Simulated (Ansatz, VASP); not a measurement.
## BiAs in VASP and in Ansatz

```
As Bi
1.0
     0.00000    3.07568    3.07568
     3.07568    0.00000    3.07568
     3.07568    3.07568    0.00000
As Bi
1 1
Cartesian
  0.0000 0.0000 0.0000
  3.0757 3.0757 3.0757
```

Change from the starting cell: volume scaled by 1.06, PAW files.

Alike in both runs: task electric field gradients; functional PBE; k mesh 11 × 11 × 11; occupations fermi-dirac, width 0.03 eV; no spin polarisation.

|  | VASP | Ansatz |
| --- | --- | --- |
| version | VASP 6.6.1 | Ansatz 0.2.0 |
| potentials or method | VASP PAW PBE potentials, release 64 (As, Bi_d) | PAW with Ansatz's default frozen-core files, scalar-relativistic |
| plane-wave cutoff (eV) | 520 | 420 |
| valence electrons in the cell | 20 | 30 |

```tsv
	VASP	Ansatz	Ansatz less VASP
pressure (GPa)	-3.2	-3.2	0.00
```

With one functional, cell and mesh, what is left measures potentials, basis and numerics. VASP's potentials hold 20 valence electrons a cell and Ansatz's 30, so a difference there can come from the potentials and not from the codes.

Neither program's run includes spin-orbit coupling.
